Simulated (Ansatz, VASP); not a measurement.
## Two plane-wave programs on Cs2SnI6

The input INCAR:

```
PREC = Accurate
ENCUT = 400
EDIFF = 1E-8
ISMEAR = -1
SIGMA = 0.02
LREAL = F
LASPH = T
NELM = 120
ALGO = Normal
ISIF = 2
LWAVE = F
LCHARG = F
GGA = CA
LEFG = T
NBANDS = 47
GGA_COMPAT = F
```

KPOINTS

```
Automatic mesh
0
Gamma
  5 5 5
```

The input POSCAR:

```
Cs2SnI6
1.0
    0.0000000000      5.8150000000      5.8150000000
    5.8150000000      0.0000000000      5.8150000000
    5.8150000000      5.8150000000      0.0000000000
Cs Sn I
2 1 6
Direct
    0.2500000000      0.2500000000      0.2500000000
    0.7500000000      0.7500000000      0.7500000000
    0.0000000000      0.0000000000      0.0000000000
    0.7512468974      0.2487531026      0.2487531026
    0.2487531026      0.7512468974      0.2487531026
    0.2487531026      0.7512468974      0.7512468974
    0.7512468974      0.2487531026      0.7512468974
    0.2487531026      0.2487531026      0.7512468974
    0.7512468974      0.7512468974      0.2487531026
```

Input for Ansatz:

```yaml
crystal:
  lattice:
    - [0.0, 5.815, 5.815]
    - [5.815, 0.0, 5.815]
    - [5.815, 5.815, 0.0]
  atoms:
    - { symbol: Cs, position: [0.25, 0.25, 0.25] }
    - { symbol: Cs, position: [0.75, 0.75, 0.75] }
    - { symbol: Sn, position: [0.0, 0.0, 0.0] }
    - { symbol: I, position: [0.7512468974, 0.2487531026, 0.2487531026] }
    - { symbol: I, position: [0.2487531026, 0.7512468974, 0.2487531026] }
    - { symbol: I, position: [0.2487531026, 0.7512468974, 0.7512468974] }
    - { symbol: I, position: [0.7512468974, 0.2487531026, 0.7512468974] }
    - { symbol: I, position: [0.2487531026, 0.2487531026, 0.7512468974] }
    - { symbol: I, position: [0.7512468974, 0.7512468974, 0.2487531026] }
kpoints:
  mp_grid: { grid: [5, 5, 5] }
scf:
  occupations: { method: fermi_dirac, width: 0.02 }
hamiltonian:
  xc: lda
  pseudopotentials: { kind: paw }
output:
  forces: true
  stress: true
  populations: true
  efg:
    quadrupole_moments_barn: { Cs: -0.00343, Sn: -0.132, I: -0.68822 }
    contact_densities: true
  write_density: true
  write_potential: true
  elf: true
  volumetric_format: npy
```

Alike in both runs: task electric field gradients; functional LDA; k mesh 5 × 5 × 5; occupations fermi-dirac, width 0.02 eV; no spin polarisation.

|  | VASP | Ansatz |
| --- | --- | --- |
| version | VASP 6.6.1 | Ansatz 0.2.0 |
| potentials or method | VASP PAW LDA potentials, release 64 (Cs_sv, Sn_d, I) | plane-wave PAW, scalar-relativistic |
| plane-wave cutoff (eV) | 400 | 420 |
| valence electrons in the cell | 74 | 134 |

|  | VASP | Ansatz | Ansatz less VASP |
| --- | --- | --- | --- |
| pressure (GPa) | -1.4 | -1.5 | -0.02 |
| rms of the force components (eV/Å) | 0.077 | 0.079 | +0.0024 |
| size of Vzz on the site where it differs most (V/Å²) | 563.2 | 575.4 | +12.12 |

LDA's correlation is that of Perdew and Zunger in VASP and of Perdew and Wang (1992) in Ansatz. Atom by atom the forces differ by 0.002 eV/Å (rms over components). VASP's potentials hold 74 valence electrons a cell and Ansatz's 134, so a difference there can come from the potentials and not from the codes.

Spin-orbit coupling is off throughout.
